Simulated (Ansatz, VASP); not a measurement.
**BP in VASP and in Ansatz**

File INCAR:

```
PREC = Accurate ; ENCUT = 520
EDIFF = 1E-7 ; ISMEAR = 0
SIGMA = 0.01 ; LREAL = False
LASPH = True ; NELM = 60
ALGO = Normal ; ISIF = 2
LWAVE = False ; LCHARG = False
NBANDS = 11
```

Contents of KPOINTS:

```
Automatic mesh
0
Gamma
  10 10 10
```

POSCAR

```
BP
1.0
    0.0000000000      2.3085000000      2.3085000000
    2.3085000000      0.0000000000      2.3085000000
    2.3085000000      2.3085000000      0.0000000000
B P
1 1
Direct
    0.0000000000      0.0000000000      0.0000000000
    0.2500000000      0.2500000000      0.2500000000
```

Input for Ansatz:

```yaml
crystal:
  lattice:
    - [0.0, 2.3085, 2.3085]
    - [2.3085, 0.0, 2.3085]
    - [2.3085, 2.3085, 0.0]
  atoms:
    - { symbol: B, position: [0.0, 0.0, 0.0] }
    - { symbol: P, position: [0.25, 0.25, 0.25] }
basis:
  ecutwfc: 420
kpoints:
  mp_grid: { grid: [10, 10, 10] }
hamiltonian:
  xc: lda
scf:
  occupations: { method: gaussian, width: 0.01 }
  n_extra_bands: 12
output:
  eigenvalues: true
  optics: { e_range: [0, 14], sigma: 0.1, nscf_kmesh: { grid: [16, 16, 16] } }
```

Alike in both runs: task single point; functional LDA; k mesh 10 × 10 × 10; occupations gaussian, width 0.01 eV; no spin polarisation.

|  | VASP | Ansatz |
| --- | --- | --- |
| version | VASP 6.6.1 | Ansatz 0.2.0 |
| potentials or method | VASP PAW LDA potentials, release 64 (B, P), cutoff 520 eV | scalar-relativistic, plane waves, PAW |
| valence electrons in the cell | 8 | 8 |

|  | VASP | Ansatz | Ansatz less VASP |
| --- | --- | --- | --- |
| gap on the k mesh at the Fermi level (eV) | 1.25 | 1.25 | 0.000 |
| least direct gap on the mesh (eV) | 3.30 | 3.30 | -0.002 |

LDA's correlation is that of Perdew and Zunger in VASP and of Perdew and Wang (1992) in Ansatz.
